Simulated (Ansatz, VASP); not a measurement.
# One calculation of Si2C3, two programs

File INCAR:

```
PREC = Accurate ; ENCUT = 520
EDIFF = 1E-6 ; ISMEAR = 0
SIGMA = 0.1 ; LREAL = F
LASPH = T ; NELM = 80
ALGO = Normal ; ISIF = 2
LWAVE = F ; LCHARG = F
GGA = PE ; NBANDS = 18
```

KPOINTS

```
regular mesh
0
Gamma
  18 18 6
```

File POSCAR:

```
Si2C3
1.0
    2.7192691195      0.0000000000      0.0000000000
   -1.3596345598      2.3549561372      0.0000000000
    0.0000000000      0.0000000000      6.8609765281
Si C
2 3
Direct
    0.3333333333      0.6666666667      0.1728903490
    0.6666666667      0.3333333333      0.8271096510
    0.3333333333      0.6666666667      0.4677607224
    0.6666666667      0.3333333333      0.5322392776
    0.0000000000      0.0000000000      0.0000000000
```

Input for Ansatz:

```yaml
crystal:
  lattice:
    - [2.7192691195, 0.0, 0.0]
    - [-1.3596345598, 2.3549561372, 0.0]
    - [0.0, 0.0, 6.8609765281]
  atoms:
    - { symbol: Si, position: [0.3333333333, 0.6666666667, 0.172890349] }
    - { symbol: Si, position: [0.6666666667, 0.3333333333, 0.827109651] }
    - { symbol: C, position: [0.3333333333, 0.6666666667, 0.4677607224] }
    - { symbol: C, position: [0.6666666667, 0.3333333333, 0.5322392776] }
    - { symbol: C, position: [0.0, 0.0, 0.0] }
basis:
  ecutwfc: 420
kpoints:
  mp_grid: { grid: [18, 18, 6] }
  band_path:
    path:
      - [[0.0, 0.0, 0.0], [0.5, 0.0, 0.0], [0.33333333, 0.33333333, 0.0], [0.0, 0.0, 0.0], [0.0, 0.0, 0.5], [0.5, 0.0, 0.5], [0.33333333, 0.33333333, 0.5], [0.0, 0.0, 0.5]]
      - [[0.5, 0.0, 0.5], [0.5, 0.0, 0.0]]
      - [[0.33333333, 0.33333333, 0.5], [0.33333333, 0.33333333, 0.0]]
    npoints: 14
hamiltonian:
  xc: pbe
scf:
  occupations: { method: gaussian, width: 0.1 }
  n_extra_bands: 12
output:
  forces: true
  stress: true
  eigenvalues: true
  populations: true
  dos: { projected: true, de: 0.02, nscf_kmesh: { grid: [22, 22, 8] } }
  bader: true
  write_density: true
  write_potential: true
  elf: true
  volumetric_format: npy
```

Alike in both runs: task single point; functional PBE; k mesh 18 × 18 × 6; occupations gaussian, width 0.1 eV; no spin polarisation.

```csv
,VASP,Ansatz
version,VASP 6.6.1,Ansatz 0.2.0
potentials or method,"VASP PAW PBE potentials, release 64 (Si, C), cutoff 520 eV","scalar-relativistic, plane waves, PAW"
valence electrons in the cell,20,20
```

```tsv
	VASP	Ansatz	Ansatz less VASP
gap on the k mesh at the Fermi level (eV)	none	none	-
pressure (GPa)	0.1	0.0	-0.07
traceless stress, the component that is largest in VASP (GPa)	-0.16	-0.03	+0.132
rms of the force components (eV/Å)	0.003	0.000	-0.0033
```

Atom by atom the forces differ by 0.003 eV/Å (rms over components). A gap of «none» marks a metal or a gap that the smearing closes.
